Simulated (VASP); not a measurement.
# Re (P-3m1) in VASP: further runs, part 2 of 2

VASP 6.6.1.

## (3) Single point, PBEsol

Contents of INCAR:

```
SYSTEM = Re
ALGO = Normal
EDIFF = 1E-6
ENCUT = 520
GGA = PS
ISIF = 2
ISMEAR = 0
LASPH = .TRUE.
LCHARG = .FALSE.
LREAL = .FALSE.
LWAVE = .FALSE.
NBANDS = 14
NELM = 80
PREC = Accurate
SIGMA = 0.15
```

Contents of KPOINTS:

```
k-points
0
G
  18 18 10
  0 0 0
```

Contents of POSCAR:

```
Re
1.0
    2.7731227596      0.0000000000      0.0000000000
   -1.3865613798      2.4015947577      0.0000000000
    0.0000000000      0.0000000000      4.4801695417
Re
2
Direct
    0.3333333333      0.6666666667      0.2031878430
    0.6666666667      0.3333333333      0.7968121570
```

Potentials or basis: VASP PAW PBE potentials, release 64 (Re).

Launch:

```sh
$ cat potpaw_PBE.64/Re/POTCAR > POTCAR
$ mpirun -np 1 vasp_std > vasp.out
```

OUTCAR:

```text
SYSTEM = Re
   EDIFF = 1E-6
   ENCUT = 520
   GGA = PS
   ISIF = 2
   ISMEAR = 0
   LASPH = .TRUE.
   LREAL = .FALSE.
   NELM = 80
   PREC = Accurate

 ion  position               nearest neighbor table
   1  0.333  0.667  0.203-   2 2.42   2 2.42   2 2.42   2 3.10   2 3.10   2 3.10
   2  0.667  0.333  0.797-   1 2.42   1 2.42   1 2.42   1 3.10   1 3.10   1 3.10

  LATTYP: Found a hexagonal cell.
 ALAT       =     2.7731227596
 C/A-ratio  =     1.6155684151

  Lattice vectors:

 A1 = (   2.7731227596,   0.0000000000,   0.0000000000)
 A2 = (  -1.3865613798,   2.4015947577,   0.0000000000)
 A3 = (   0.0000000000,   0.0000000000,   4.4801695417)

Analysis of symmetry for initial positions (statically):
=====================================================================
 Subroutine PRICEL returns:
 Original cell was already a primitive cell.

 Routine SETGRP: Setting up the symmetry group for a
 hexagonal supercell.

 Subroutine GETGRP returns: Found 12 space group operations
 (whereof 12 operations were pure point group operations)
 out of a pool of 24 trial point group operations.

The static configuration has the point symmetry D_3d.

[... 168 lines left out ...]
 k-point     1 :       0.0000    0.0000    0.0000
  band No.  band energies     occupation
      1      -2.1947      2.00000
      2       0.5277      2.00000
      3       5.2353      2.00000
      4       5.2353      2.00000
      5       5.5140      2.00000
      6       5.5140      2.00000
      7       5.9149      2.00000
      8       8.6819      0.00000
      9       8.6819      0.00000
     10       9.7695      0.00000
     11      11.6895      0.00000
     12      11.6895      0.00000
     13      14.9974      0.00000
     14      21.3118      0.00000
[... 377 lines left out ...]
      1       1.2430      2.00000
      2       1.9964      2.00000
      3       2.5921      2.00000
      4       4.8330      2.00000
      5       5.5709      2.00000
      6       6.3376      2.00000
      7       7.5097      1.65674
      8      10.8622      0.00000
      9      11.0314      0.00000
     10      12.0348      0.00000
     11      13.1236      0.00000
     12      15.6981      0.00000
     13      17.0317      0.00000
     14      18.3498      0.00000

 [... further k-points ...]
[... 5 lines left out ...]
  --------------------------------------------------------------------------------------
  -------------------------------------------------------------------------------------
  Total        2.9599648      2.9599648      5.9557567      0.0000000     -0.0000000      0.0000000
  in kB      158.9402398    158.9402398    319.8042685      0.0000000     -0.0000000      0.0000000
  external PRESSURE =     212.5615827 kB  Pullay stress =       0.0000000 kB

 VOLUME and BASIS-vectors are now :
 -----------------------------------------------------------------------------
  energy-cutoff  :      520.00
  volume of cell :       29.84
      direct lattice vectors                 reciprocal lattice vectors
     2.773122760  0.000000000  0.000000000     0.360604303  0.208194991  0.000000000
    -1.386561380  2.401594758  0.000000000     0.000000000  0.416389983  0.000000000
     0.000000000  0.000000000  4.480169542     0.000000000  0.000000000  0.223205839

 POSITION                                       TOTAL-FORCE (eV/Angst)
 -----------------------------------------------------------------------------------
     -0.00000      1.60106      0.91032        -0.000000     -0.000000      5.975785
      1.38656      0.80053      3.56985         0.000000      0.000000     -5.975785
 -----------------------------------------------------------------------------------
    total drift:                                0.000000     -0.000000     -0.000000

  FREE ENERGIE OF THE ION-ELECTRON SYSTEM (eV)
  ---------------------------------------------------
  free  energy   TOTEN  =       -25.8141067116 eV

  energy  without entropy=      -25.7960844402  energy(sigma->0) =      -25.80509558
```

OSZICAR:

```text
N       E                     dE             d eps       ncg     rms          rms(c)
DAV:   1     0.209626571912E+02    0.20963E+02   -0.68092E+03 18480   0.124E+03
DAV:   2    -0.261158059264E+02   -0.47078E+02   -0.41487E+02 14998   0.286E+02
DAV:   3    -0.271876119850E+02   -0.10718E+01   -0.10515E+01 14300   0.446E+01
DAV:   4    -0.271991047691E+02   -0.11493E-01   -0.11477E-01 14280   0.325E+00
DAV:   5    -0.271993611343E+02   -0.25637E-03   -0.25634E-03 14124   0.852E-01    0.495E+01
DAV:   6    -0.261810734009E+02    0.10183E+01   -0.90212E-01 15876   0.205E+01    0.224E+01
DAV:   7    -0.258244198812E+02    0.35665E+00   -0.63367E-01 16220   0.186E+01    0.525E-01
DAV:   8    -0.258158057141E+02    0.86142E-02   -0.10480E-02 14524   0.803E-01    0.254E-01
DAV:   9    -0.258140989944E+02    0.17067E-02   -0.13209E-03 15912   0.342E-01    0.348E-02
DAV:  10    -0.258141020470E+02   -0.30526E-05   -0.50148E-05 13764   0.721E-02    0.313E-02
DAV:  11    -0.258141066780E+02   -0.46311E-05   -0.24028E-05 15680   0.593E-02    0.298E-03
DAV:  12    -0.258141067116E+02   -0.33563E-07   -0.12879E-07  7158   0.129E-02
   1 F= -.25814107E+02 E0= -.25805096E+02  d E =-.180223E-01
```

stdout:

```text
POSCAR found type information on POSCAR Re
 POSCAR found :  1 types and       2 ions
 scaLAPACK will be used
 -----------------------------------------------------------------------------
|                                                                             |
|                                                                             |
|     You enforced a specific xc type in the INCAR file but a different       |
|     I HOPE YOU KNOW WHAT YOU ARE DOING!                                     |
|                                                                             |
 -----------------------------------------------------------------------------

 LDA part: xc-table for (Slater+PW92), standard interpolation
 POSCAR, INCAR and KPOINTS ok, starting setup
 FFT: planning ... GRIDC
 FFT: planning ... GRID_SOFT
 FFT: planning ... GRID
 WAVECAR not read
 entering main loop
```

It took 90 s on 1 thread of Intel Xeon Platinum 8488C (Sapphire Rapids), shared host; peak memory 0.25 GiB.

Results:

```yaml
Free_energy: -25.8141 eV
Pressure: 21.3 GPa
Largest_force: 5.976 eV/Å
Band_gap_on_the_k_mesh: zero (band 7 reaches 9.31 eV, above the bottom of band 8 at 6.57 eV)
```

Forces on the atoms (eV/Å):
```
Re   0.000  0.000  5.976
Re   0.000  0.000 -5.976
```

Levels at points of the mesh, in eV from the Fermi level:
```
           k point  band 4  band 5  band 6  band 7  band 8  band 9  band 10  band 11
(0.00, 0.00, 0.00)   -2.37   -2.10   -2.10   -1.70    1.07    1.07     2.16     4.08
(0.50, 0.00, 0.00)   -2.55   -1.58   -1.14    0.01    3.52    3.94     5.20     5.89
(0.00, 0.00, 0.50)   -2.53   -2.53   -2.41   -2.41    0.29    2.06     2.06     3.97
(0.50, 0.00, 0.50)   -2.64   -1.68    0.96    1.28    2.20    2.91     3.62     4.60
```

Caveat: the PAW data sets were made with another functional, which shifts forces and pressure a little; spin-orbit coupling is left out, which moves the levels of the heavy elements.

## (4) Single point, PBEsol

Contents of INCAR:

```
ALGO = Normal ; EDIFF = 1E-6
ENCUT = 520 ; GGA = PS
ISIF = 2 ; ISMEAR = 0
LASPH = True ; LCHARG = True
LELF = True ; LREAL = False
LVHAR = True ; LWAVE = False
NBANDS = 14 ; NELM = 100
PREC = Accurate ; SIGMA = 0.15
```

Contents of KPOINTS:

```
k-points
0
Gamma
  18 18 10
```

Contents of POSCAR:

```
Re
1.0
    2.7731227596      0.0000000000      0.0000000000
   -1.3865613798      2.4015947577      0.0000000000
    0.0000000000      0.0000000000      4.4801695417
Re
2
Direct
    0.3333333333      0.6666666667      0.2187843934
    0.6666666667      0.3333333333      0.7812156066
```

Launch:

```sh
$ cat potpaw_PBE.64/Re/POTCAR > POTCAR
$ mpirun -np 1 vasp_std > vasp.out
```

It took 1.9 min on 1 thread of Intel Xeon Platinum 8488C (Sapphire Rapids), shared host; peak memory 0.25 GiB.

Results (log left out):

| Property | Result |
| --- | --- |
| Free energy | -26.4393 eV |
| Pressure | 3.6 GPa |
| Largest force | 3.035 eV/Å |
| Band gap on the k mesh | zero (band 7 reaches 9.21 eV, above the bottom of band 8 at 6.28 eV) |

Forces in eV/Å, atoms in the order of the input:
```
Re   0.000  0.000  3.035
Re   0.000  0.000 -3.035
```

Stress tensor (GPa, compression positive):
```
 0.06  0.00  0.00
 0.00  0.06  0.00
 0.00  0.00 10.53
```

Levels at points of the mesh, in eV from the Fermi level:
| k point | band 5 | band 6 | band 7 | band 8 | band 9 | band 10 |
| --- | --- | --- | --- | --- | --- | --- |
| (0.00, 0.00, 0.00) | -1.51 | -1.30 | -1.30 | 0.81 | 0.81 | 1.44 |
| (0.50, 0.00, 0.00) | -1.52 | -1.10 | -0.21 | 3.87 | 4.22 | 4.97 |
| (0.00, 0.00, 0.50) | -1.95 | -1.81 | -1.81 | -0.58 | 2.19 | 2.19 |
| (0.50, 0.00, 0.50) | -0.82 | 1.04 | 1.21 | 1.80 | 3.71 | 4.02 |

Caveat: the PAW data sets were made with another functional, which shifts forces and pressure a little; spin-orbit coupling is left out, which moves the levels of the heavy elements.

## (5) Single point, PBEsol

This run uses another cell than the first one, of 15.29 Å³/atom, 1.025 times its volume.

Contents of INCAR:

```
PREC = Accurate
ENCUT = 520
EDIFF = 1E-6
ISMEAR = 0
SIGMA = 0.15
LREAL = F
LASPH = T
NELM = 80
ALGO = Normal
ISIF = 2
LWAVE = F
LCHARG = T
GGA = PS
LELF = T
LVHAR = T
NBANDS = 14
```

Contents of KPOINTS:

```
Automatic mesh
0
Gamma
  18 18 10
```

Contents of POSCAR:

```
Re
1.0
    2.7962252402      0.0000000000      0.0000000000
   -1.3981126201      2.4216020927      0.0000000000
    0.0000000000      0.0000000000      4.5174931797
Re
2
Direct
    0.3333333333      0.6666666667      0.2344034496
    0.6666666667      0.3333333333      0.7655965504
```

Launch:

```sh
$ cat potpaw_PBE.64/Re/POTCAR > POTCAR
$ mpirun -np 1 vasp_std > vasp.out
```

It took 1.9 min on 1 thread of Intel Xeon Platinum 8488C (Sapphire Rapids), shared host; peak memory 0.25 GiB.

It converged, with:

```
Free energy            : -26.6403 eV
Pressure               : -15.0 GPa
Largest force          : 0.539 eV/Å
Band gap on the k mesh : zero (band 7 reaches 8.72 eV, above the bottom of band 8 at 5.71 eV)
```

Forces on the atoms (eV/Å):
```
Re   0.000  0.000  0.539
Re   0.000  0.000 -0.539
```

Stress tensor (GPa, compression positive):
```
-15.62   0.00   0.00
  0.00 -15.62   0.00
  0.00   0.00 -13.84
```

Levels at points of the mesh, in eV from the Fermi level:
| k point | band 5 | band 6 | band 7 | band 8 | band 9 | band 10 |
| --- | --- | --- | --- | --- | --- | --- |
| (0.00, 0.00, 0.00) | -1.44 | -0.82 | -0.82 | 0.42 | 0.42 | 0.80 |
| (0.50, 0.00, 0.00) | -1.62 | -1.20 | -0.44 | 3.80 | 4.12 | 4.47 |
| (0.00, 0.00, 0.50) | -1.65 | -1.56 | -1.56 | -1.47 | 2.21 | 2.21 |
| (0.50, 0.00, 0.50) | -0.17 | 0.92 | 0.99 | 1.09 | 4.00 | 4.11 |

Caveat: the PAW data sets were made with another functional, which shifts forces and pressure a little; spin-orbit coupling is left out, which moves the levels of the heavy elements.

## (6) Single point, PBEsol

This run uses another cell than the first one, of 15.29 Å³/atom, 1.025 times its volume.

Contents of INCAR:

```
  PREC = Accurate
  ENCUT = 520
  EDIFF = 1E-6
  ISMEAR = 0
  SIGMA = 0.15
  LREAL = F
  LASPH = T
  NELM = 80
  ALGO = Fast
  ISIF = 2
  LWAVE = F
  LCHARG = T
  GGA = PS
  LELF = T
  LVHAR = T
  NBANDS = 14
```

Contents of KPOINTS:

```
regular mesh
0
Gamma
  18 18 10
```

Contents of POSCAR:

```
Re
1.0
    2.7962252402      0.0000000000      0.0000000000
   -1.3981126201      2.4216020927      0.0000000000
    0.0000000000      0.0000000000      4.5174931797
Re
2
Direct
    0.3333333333      0.6666666667      0.2031878430
    0.6666666667      0.3333333333      0.7968121570
```

Potentials or basis: VASP PAW PBE potentials, release 64 (Re).

Launch:

```sh
$ cat potpaw_PBE.64/Re/POTCAR > POTCAR
$ mpirun -np 1 vasp_std > vasp.out
```

Wall time 2.3 min (1 thread of Intel Xeon Platinum 8488C (Sapphire Rapids), shared host); peak memory 0.25 GiB.

It converged, with:

- Free energy: -25.8893 eV
- Pressure: 10.8 GPa
- Largest force: 5.232 eV/Å
- Band gap on the k mesh: zero (band 7 reaches 8.94 eV, above the bottom of band 8 at 6.31 eV)

Forces in eV/Å, atoms in the order of the input:
```
Re   0.000  0.000  5.232
Re   0.000  0.000 -5.232
```

Stress tensor (GPa, compression positive):
```
 5.63  0.00  0.00
 0.00  5.63  0.00
 0.00  0.00 21.09
```

Levels at points of the mesh, in eV from the Fermi level:
```tsv
k point	band 4	band 5	band 6	band 7	band 8	band 9	band 10	band 11
(0.00, 0.00, 0.00)	-2.28	-2.02	-2.02	-1.62	1.05	1.05	2.06	3.95
(0.50, 0.00, 0.00)	-2.46	-1.56	-1.10	0.01	3.40	3.80	5.02	5.68
(0.00, 0.00, 0.50)	-2.43	-2.43	-2.32	-2.32	0.27	2.00	2.00	3.84
(0.50, 0.00, 0.50)	-2.54	-1.63	0.91	1.23	2.14	2.82	3.50	4.43
```

Caveat: the PAW data sets were made with another functional, which shifts forces and pressure a little; spin-orbit coupling is left out, which moves the levels of the heavy elements.
